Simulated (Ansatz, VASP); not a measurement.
**One calculation of P, two programs**

Contents of INCAR:

```
PREC = Accurate
ENCUT = 520
EDIFF = 1E-6
ISMEAR = -1
SIGMA = 0.1
LREAL = F
LASPH = T
NELM = 100
ALGO = Normal
ISIF = 2
LWAVE = F
LCHARG = T
GGA = PE
LELF = T
LVHAR = T
NBANDS = 8
```

Contents of KPOINTS:

```
Automatic mesh
0
Gamma
  18 18 18
```

Contents of POSCAR:

```
P
1.0
    0.0000000000      1.9378122655      1.9378122655
    1.9378122655      0.0000000000      1.9378122655
    1.9378122655      1.9378122655      0.0000000000
P
1
Direct
    0.0000000000      0.0000000000      0.0000000000
```

Input for Ansatz:

```yaml
crystal:
  lattice:
    - [0.0, 1.9378122655, 1.9378122655]
    - [1.9378122655, 0.0, 1.9378122655]
    - [1.9378122655, 1.9378122655, 0.0]
  atoms:
    - { symbol: P, position: [0.0, 0.0, 0.0] }
kpoints:
  mp_grid: { grid: [18, 18, 18] }
scf:
  occupations: { method: fermi_dirac, width: 0.1 }
hamiltonian:
  xc: pbe
  pseudopotentials: { kind: nc }
output:
  forces: true
  stress: true
  eigenvalues: true
```

Change from the starting cell: volume scaled by 1, norm-conserving files.

Alike in both runs: task single point; functional PBE; k mesh 18 × 18 × 18; occupations fermi-dirac, width 0.1 eV; no spin polarisation.

```csv
,VASP,Ansatz
version,VASP 6.6.1,Ansatz 0.2.0
potentials or method,"VASP PAW PBE potentials, release 64 (P)","norm-conserving pseudopotentials, scalar-relativistic"
plane-wave cutoff (eV),520,599
valence electrons in the cell,5,5
```

|  | VASP | Ansatz | Ansatz less VASP |
| --- | --- | --- | --- |
| pressure (GPa) | -0.2 | 0.1 | +0.25 |

With one functional, cell and mesh, what is left measures potentials, basis and numerics.
